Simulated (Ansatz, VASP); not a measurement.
K in VASP and in Ansatz

```xyz
1
Lattice="-2.6957 2.6957 2.6957 2.6957 -2.6957 2.6957 2.6957 2.6957 -2.6957" Properties=species:S:1:pos:R:3 pbc="T T T"
K     0.0000    0.0000    0.0000
```

Alike in both runs: task single point; functional r2SCAN; k mesh 12 × 12 × 12; occupations gaussian, width 0.1 eV; no spin polarisation.

|  | VASP | Ansatz |
| --- | --- | --- |
| version | VASP 6.6.1 | Ansatz 0.2.0 |
| potentials or method | VASP PAW PBE potentials, release 64 (K_sv), cutoff 520 eV | scalar-relativistic, plane waves, PAW |
| valence electrons in the cell | 9 | 9 |

```csv
,VASP,Ansatz,Ansatz less VASP
gap on the k mesh at the Fermi level (eV),none,none,-
pressure (GPa),-0.1,-0.1,+0.03
```

VASP's potentials were made for PBE, not for r2SCAN. A gap of «none» marks a metal or a gap that the smearing closes. With one functional, cell and mesh, what is left measures potentials, basis and numerics.
